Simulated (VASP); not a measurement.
# AlCo (Pm-3m) in VASP: a series of runs, part 2 of 2

VASP 6.6.1. The steps go on from the part before.

## (3) Single point, r2SCAN, collinear spin, ferromagnetic start

This run uses another cell than the first one, of 10.31 Å³/atom, 1.045 times its volume.

Contents of POSCAR:

```
AlCo
1.0
    2.7421200587      0.0000000000      0.0000000000
    0.0000000000      2.7421200587      0.0000000000
    0.0000000000      0.0000000000      2.7421200587
Al Co
1 1
Direct
    0.0000000000      0.0000000000      0.0000000000
    0.5000000000      0.5000000000      0.5000000000
```

Contents of INCAR.step1:

```
SYSTEM = AlCo
ALGO = Normal ; EDIFF = 1E-4
ENCUT = 520 ; GGA = PE
ISMEAR = -1 ; ISPIN = 2
LASPH = .TRUE. ; LCHARG = .FALSE.
LMAXMIX = 4 ; LREAL = .FALSE.
LWAVE = .TRUE. ; MAGMOM = 0 3.2
NBANDS = 17 ; NELM = 150
PREC = Accurate ; SIGMA = 0.1
```

Contents of INCAR.step2:

```
SYSTEM = AlCo
ALGO = Normal ; EDIFF = 1E-6
ENCUT = 520 ; ISIF = 2
ISMEAR = -1 ; ISPIN = 2
ISTART = 1 ; LASPH = .TRUE.
LCHARG = .FALSE. ; LMAXMIX = 4
LMIXTAU = .TRUE. ; LORBIT = 11
LREAL = .FALSE. ; LWAVE = .FALSE.
MAGMOM = 0 3.2 ; METAGGA = R2SCAN
NBANDS = 17 ; NELM = 150
PREC = Accurate ; SIGMA = 0.1
```

Contents of KPOINTS:

```
k-points
0
G
  10 10 10
  0 0 0
```

Potentials or basis: VASP PAW PBE potentials, release 64 (Al, Co).

Started as:

```bash
cat potpaw_PBE.64/Al/POTCAR potpaw_PBE.64/Co/POTCAR > POTCAR
cp INCAR.step1 INCAR
mpirun -np 1 vasp_std > vasp.out
cp INCAR.step2 INCAR
mpirun -np 1 vasp_std > vasp.out
```

OUTCAR:

```text
SYSTEM = AlCo
   EDIFF = 1E-6
   ENCUT = 520
   ISIF = 2
   ISMEAR = -1
   ISPIN = 2
   ISTART = 1
   LASPH = .TRUE.
   LORBIT = 11
   LREAL = .FALSE.
   METAGGA = R2SCAN
   NELM = 150
   PREC = Accurate

 ion  position               nearest neighbor table
   1  0.000  0.000  0.000-   2 2.37   2 2.37   2 2.37   2 2.37   2 2.37   2 2.37   2 2.37   2 2.37

   2  0.500  0.500  0.500-   1 2.37   1 2.37   1 2.37   1 2.37   1 2.37   1 2.37   1 2.37   1 2.37

  LATTYP: Found a simple cubic cell.
 ALAT       =     2.7421200587

  Lattice vectors:

 A1 = (   2.7421200587,   0.0000000000,   0.0000000000)
 A2 = (   0.0000000000,   2.7421200587,   0.0000000000)
 A3 = (   0.0000000000,   0.0000000000,   2.7421200587)

Analysis of symmetry for initial positions (statically):
=====================================================================
 Subroutine PRICEL returns:
 Original cell was already a primitive cell.

 Routine SETGRP: Setting up the symmetry group for a
 simple cubic supercell.

 Subroutine GETGRP returns: Found 48 space group operations
 (whereof 48 operations were pure point group operations)
[... 672 lines left out ...]
      1      -0.4145      1.00000
      2       8.4839      1.00000
      3       8.4839      1.00000
      4      10.9095      1.00000
      5      10.9095      1.00000
      6      10.9095      1.00000
[... 459 lines left out ...]
      6      10.7767      1.00000
[... 9 lines left out ...]
     16      36.4472      0.00000
     17      37.2764      0.00000

 [... further k-points ...]
[... 5 lines left out ...]
  --------------------------------------------------------------------------------------
  -------------------------------------------------------------------------------------
  Total        2.6592285      2.6592285      2.6592285      0.0000000      0.0000000     -0.0000000
  in kB      206.6364042    206.6364042    206.6364042      0.0000000      0.0000000     -0.0000000
  external PRESSURE =     206.6364042 kB  Pullay stress =       0.0000000 kB

 VOLUME and BASIS-vectors are now :
 -----------------------------------------------------------------------------
  energy-cutoff  :      520.00
  volume of cell :       20.62
      direct lattice vectors                 reciprocal lattice vectors
     2.742120059  0.000000000  0.000000000     0.364681334  0.000000000  0.000000000
     0.000000000  2.742120059  0.000000000     0.000000000  0.364681334  0.000000000
     0.000000000  0.000000000  2.742120059     0.000000000  0.000000000  0.364681334

 POSITION                                       TOTAL-FORCE (eV/Angst)
 -----------------------------------------------------------------------------------
      0.00000      0.00000      0.00000         0.000000      0.000000      0.000000
      1.37106      1.37106      1.37106         0.000000      0.000000      0.000000
 -----------------------------------------------------------------------------------
    total drift:                               -0.000000      0.000000     -0.000000

  FREE ENERGIE OF THE ION-ELECTRON SYSTEM (eV)
  ---------------------------------------------------
  free  energy   TOTEN  =       -20.9803603219 eV

  energy  without entropy=      -20.9594149932  energy(sigma->0) =      -20.96988766

 total charge

# of ion       s       p       d       tot
------------------------------------------
    1        0.411   0.498   0.000   0.909
    2        0.504   0.652   7.581   8.737
--------------------------------------------------
tot          0.915   1.151   7.581   9.647

 magnetization (x)

# of ion       s       p       d       tot
------------------------------------------
    1        0.000   0.000   0.000   0.000
    2        0.000   0.000  -0.005  -0.004
--------------------------------------------------
tot          0.000   0.000  -0.005  -0.004
```

Wall time 65 s (1 thread of Intel Xeon Platinum 8488C (Sapphire Rapids), shared host); peak memory 0.15 GiB.

Results:

* Free energy: -20.9804 eV
* Pressure: 20.7 GPa
* Band gap on the k mesh: zero (filled and empty bands overlap)
* Net moment: 0.00 μB per cell
* Valence electrons inside the program's atomic spheres: Al 0.91; Co 8.74

Caveat: the starting moments collapsed, and a magnetic state may lie lower; the PAW data sets were made with another functional, which shifts forces and pressure a little.

## (4) Single point, r2SCAN, collinear spin, ferromagnetic start

This run uses another cell than the first one, of 10.76 Å³/atom, 1.091 times its volume.

Contents of POSCAR:

```
AlCo
1.0
    2.7812984956      0.0000000000      0.0000000000
    0.0000000000      2.7812984956      0.0000000000
    0.0000000000      0.0000000000      2.7812984956
Al Co
1 1
Direct
    0.0000000000      0.0000000000      0.0000000000
    0.5000000000      0.5000000000      0.5000000000
```

Contents of INCAR.step1:

```
PREC     = Accurate       # precision mode
ENCUT    = 520            # plane-wave cutoff, eV
ISMEAR   = -1             # smearing method
SIGMA    = 0.1            # smearing width, eV
LREAL    = F              # projectors in reciprocal space
LASPH    = T              # aspherical terms in the spheres
NELM     = 150            # most SCF steps
ISPIN    = 2              # spin polarisation
MAGMOM   = 0 3.2          # initial moments
LMAXMIX  = 4              # l up to which the mixer works
NBANDS   = 17             # bands
GGA      = PE             # functional
ALGO     = Normal         # electronic algorithm
EDIFF    = 1E-4           # SCF threshold, eV
LWAVE    = T              # write WAVECAR
LCHARG   = F              # write CHGCAR
```

Contents of INCAR.step2:

```
PREC     = Accurate       # precision mode
ENCUT    = 520            # plane-wave cutoff, eV
EDIFF    = 1E-6           # SCF threshold, eV
ISMEAR   = -1             # smearing method
SIGMA    = 0.1            # smearing width, eV
LREAL    = F              # projectors in reciprocal space
LASPH    = T              # aspherical terms in the spheres
NELM     = 150            # most SCF steps
ALGO     = Normal         # electronic algorithm
ISIF     = 2              # what is computed and relaxed
LWAVE    = F              # write WAVECAR
LCHARG   = F              # write CHGCAR
ISPIN    = 2              # spin polarisation
MAGMOM   = 0 3.2          # initial moments
LORBIT   = 11             # projections on sites
LMAXMIX  = 4              # l up to which the mixer works
METAGGA  = R2SCAN         # meta-GGA
LMIXTAU  = T            
NBANDS   = 17             # bands
ISTART   = 1
```

Contents of KPOINTS:

```
Automatic mesh
0
Gamma
  10 10 10
```

Potentials or basis: VASP PAW PBE potentials, release 64 (Al, Co).

Started as:

```bash
cat potpaw_PBE.64/Al/POTCAR potpaw_PBE.64/Co/POTCAR > POTCAR
cp INCAR.step1 INCAR
mpirun -np 1 vasp_std > vasp.out
cp INCAR.step2 INCAR
mpirun -np 1 vasp_std > vasp.out
```

OUTCAR:

```text
PREC = Accurate
   ENCUT = 520
   EDIFF = 1E-6
   ISMEAR = -1
   LREAL = F
   LASPH = T
   NELM = 150
   ISIF = 2
   ISPIN = 2
   LORBIT = 11
   METAGGA = R2SCAN
   ISTART = 1

 ion  position               nearest neighbor table
   1  0.000  0.000  0.000-   2 2.41   2 2.41   2 2.41   2 2.41   2 2.41   2 2.41   2 2.41   2 2.41

   2  0.500  0.500  0.500-   1 2.41   1 2.41   1 2.41   1 2.41   1 2.41   1 2.41   1 2.41   1 2.41

  LATTYP: Found a simple cubic cell.
 ALAT       =     2.7812984956

  Lattice vectors:

 A1 = (   2.7812984956,   0.0000000000,   0.0000000000)
 A2 = (   0.0000000000,   2.7812984956,   0.0000000000)
 A3 = (   0.0000000000,   0.0000000000,   2.7812984956)

Analysis of symmetry for initial positions (statically):
=====================================================================
 Subroutine PRICEL returns:
 Original cell was already a primitive cell.

 Routine SETGRP: Setting up the symmetry group for a
 simple cubic supercell.

 Subroutine GETGRP returns: Found 48 space group operations
 (whereof 48 operations were pure point group operations)
 out of a pool of 48 trial point group operations.

The static configuration has the point symmetry O_h .

Analysis of symmetry for dynamics (positions and initial velocities):
=====================================================================
 Subroutine PRICEL returns:
 Original cell was already a primitive cell.

 Routine SETGRP: Setting up the symmetry group for a
 simple cubic supercell.

 Subroutine GETGRP returns: Found 48 space group operations
 (whereof 48 operations were pure point group operations)
 out of a pool of 48 trial point group operations.

The dynamic configuration has the point symmetry O_h .

Analysis of structural, dynamic, and magnetic symmetry:
[... 143 lines left out ...]
  energy-cutoff  :      520.00
  volume of cell :       21.52
 maximum number of plane-waves:       588
 NGX is ok and might be reduce to    24
   NGX = 11   NGY = 11   NGZ = 11

 number of electron      12.0000003 magnetization      -0.0010364

 Free energy of the ion-electron system (eV)
  ---------------------------------------------------
  ext. energy  EPLUGINS =         0.00000000
  ---------------------------------------------------
  free energy    TOTEN  =       -21.06405746 eV

  energy without entropy =      -21.04155804  energy(sigma->0) =      -21.05280775

 E-fermi :  11.5138     XC(G=0): -13.6502

 val. band max:       11.4695798824   @ k =   0.5000   0.4000   0.0000
 cond. band min:      11.5160073663   @ k =   0.5000   0.4000   0.1000
 fundamental gap:      0.0464274839
 Fermi energy:        11.5137989887

 spin component 1

 k-point     1 :       0.0000    0.0000    0.0000
  band No.  band energies     occupation
      1      -0.7259      1.00000
      2       8.0970      1.00000
      3       8.0970      1.00000
      4      10.3483      0.99999
      5      10.3483      0.99999
      6      10.3483      0.99999
[... 459 lines left out ...]
      6      10.2241      1.00000
[... 9 lines left out ...]
     16      35.0040      0.00000
     17      35.9112      0.00000

 [... further k-points ...]

 spin component 2

 k-point     1 :       0.0000    0.0000    0.0000
  band No.  band energies     occupation
      1      -0.7252      1.00000
      2       8.0944      1.00000
      3       8.0944      1.00000
      4      10.3475      0.99999
      5      10.3475      0.99999
      6      10.3475      0.99999
[... 459 lines left out ...]
      6      10.2233      1.00000
[... 9 lines left out ...]
     16      35.0038      0.00000
     17      35.9110      0.00000

 [... further k-points ...]
[... 5 lines left out ...]
  --------------------------------------------------------------------------------------
  -------------------------------------------------------------------------------------
  Total        1.2862604      1.2862604      1.2862604     -0.0000000     -0.0000000      0.0000000
  in kB       95.7848150     95.7848150     95.7848150     -0.0000000     -0.0000000      0.0000000
  external PRESSURE =      95.7848150 kB  Pullay stress =       0.0000000 kB

 VOLUME and BASIS-vectors are now :
 -----------------------------------------------------------------------------
  energy-cutoff  :      520.00
  volume of cell :       21.52
      direct lattice vectors                 reciprocal lattice vectors
     2.781298496  0.000000000  0.000000000     0.359544293  0.000000000  0.000000000
     0.000000000  2.781298496  0.000000000     0.000000000  0.359544293  0.000000000
     0.000000000  0.000000000  2.781298496     0.000000000  0.000000000  0.359544293

 POSITION                                       TOTAL-FORCE (eV/Angst)
 -----------------------------------------------------------------------------------
      0.00000      0.00000      0.00000         0.000000      0.000000      0.000000
      1.39065      1.39065      1.39065         0.000000      0.000000      0.000000
 -----------------------------------------------------------------------------------
    total drift:                                0.000000     -0.000000     -0.000000

  FREE ENERGIE OF THE ION-ELECTRON SYSTEM (eV)
  ---------------------------------------------------
  free  energy   TOTEN  =       -21.0640574590 eV

  energy  without entropy=      -21.0415580386  energy(sigma->0) =      -21.05280775

 total charge

# of ion       s       p       d       tot
------------------------------------------
    1        0.403   0.476   0.000   0.879
    2        0.485   0.612   7.545   8.642
--------------------------------------------------
tot          0.888   1.087   7.545   9.521

 magnetization (x)

# of ion       s       p       d       tot
------------------------------------------
    1        0.000   0.000   0.000   0.000
    2        0.000   0.000  -0.002  -0.001
--------------------------------------------------
tot          0.000   0.000  -0.002  -0.001
```

OUTCAR.step1:

```text
PREC = Accurate
   ENCUT = 520
   ISMEAR = -1
   LREAL = F
   LASPH = T
   NELM = 150
[... 1201 lines left out ...]
 -----------------------------------------------------------------------------------
      0.00000      0.00000      0.00000         0.000000      0.000000      0.000000
      1.39065      1.39065      1.39065         0.000000      0.000000      0.000000
 -----------------------------------------------------------------------------------
    total drift:                                0.000000     -0.000000     -0.000000

  FREE ENERGIE OF THE ION-ELECTRON SYSTEM (eV)
  ---------------------------------------------------
  free  energy   TOTEN  =       -11.9255828713 eV

  energy  without entropy=      -11.9006913126  energy(sigma->0) =      -11.91313709
```

OSZICAR.step1:

```text
N       E                     dE             d eps       ncg     rms          rms(c)
DAV:   1     0.383966384508E+02    0.38397E+02   -0.46483E+03  3880   0.729E+02
DAV:   2    -0.106594045145E+02   -0.49056E+02   -0.43726E+02  4341   0.153E+02
DAV:   3    -0.126402752412E+02   -0.19809E+01   -0.19526E+01  4492   0.322E+01
DAV:   4    -0.126684454999E+02   -0.28170E-01   -0.28154E-01  4679   0.344E+00
DAV:   5    -0.126692490279E+02   -0.80353E-03   -0.80349E-03  4729   0.623E-01    0.156E+01
DAV:   6    -0.152760038785E+02   -0.26068E+01   -0.37615E+01  4322   0.712E+01    0.157E+01
DAV:   7    -0.119182497991E+02    0.33578E+01   -0.21407E+01  4473   0.455E+01    0.321E+00
DAV:   8    -0.119353799413E+02   -0.17130E-01   -0.24803E-01  4681   0.345E+00    0.146E+00
DAV:   9    -0.119273429555E+02    0.80370E-02   -0.33759E-02  5307   0.128E+00    0.101E+00
DAV:  10    -0.119255750475E+02    0.17679E-02   -0.39664E-03  4867   0.440E-01    0.239E-01
DAV:  11    -0.119255828713E+02   -0.78238E-05   -0.17076E-04  4183   0.933E-02
   1 F= -.11925583E+02 E0= -.11913137E+02  d E =-.248916E-01  mag=     0.0019
```

Run time: 70 s. Hardware: 1 thread of Intel Xeon Platinum 8488C (Sapphire Rapids), shared host; peak memory 0.17 GiB.

Results:

```yaml
Free_energy: -21.0641 eV
Pressure: 9.6 GPa
Band_gap_on_the_k_mesh: zero (filled and empty bands overlap)
Net_moment: 0.00 μB per cell
Valence_electrons_inside_the_program's_atomic_spheres: Al 0.88; Co 8.64
```

Levels at points of the mesh, in eV from the Fermi level:
Spin up:
```
           k point  band 2  band 3  band 4  band 5  band 6  band 7  band 8  band 9  band 10  band 11
(0.00, 0.00, 0.00)   -3.42   -3.42   -1.17   -1.17   -1.17    6.72    6.72    6.72     9.31     9.31
(0.50, 0.00, 0.00)   -7.43   -2.69   -2.14   -2.14   -1.04    0.30    8.81   11.54    11.54    13.16
(0.50, 0.50, 0.00)   -3.50   -3.11   -3.11   -1.93   -1.93   -0.19    2.78    4.04    14.64    17.15
(0.50, 0.50, 0.50)   -4.64   -4.64   -0.15   -0.15    2.36    2.36    2.36    5.60     5.84     5.84
```
Spin down:
```tsv
k point	band 3	band 4	band 5	band 6	band 7	band 8	band 9	band 10
(0.00, 0.00, 0.00)	-3.42	-1.17	-1.17	-1.17	6.72	6.72	6.72	9.31
(0.50, 0.00, 0.00)	-2.70	-2.14	-2.14	-1.04	0.29	8.81	11.54	11.54
(0.50, 0.50, 0.00)	-3.11	-3.11	-1.93	-1.93	-0.19	2.77	4.04	14.64
(0.50, 0.50, 0.50)	-4.64	-0.15	-0.15	2.36	2.36	2.36	5.60	5.84
```

Caveat: the starting moments collapsed, and a magnetic state may lie lower; the PAW data sets were made with another functional, which shifts forces and pressure a little.
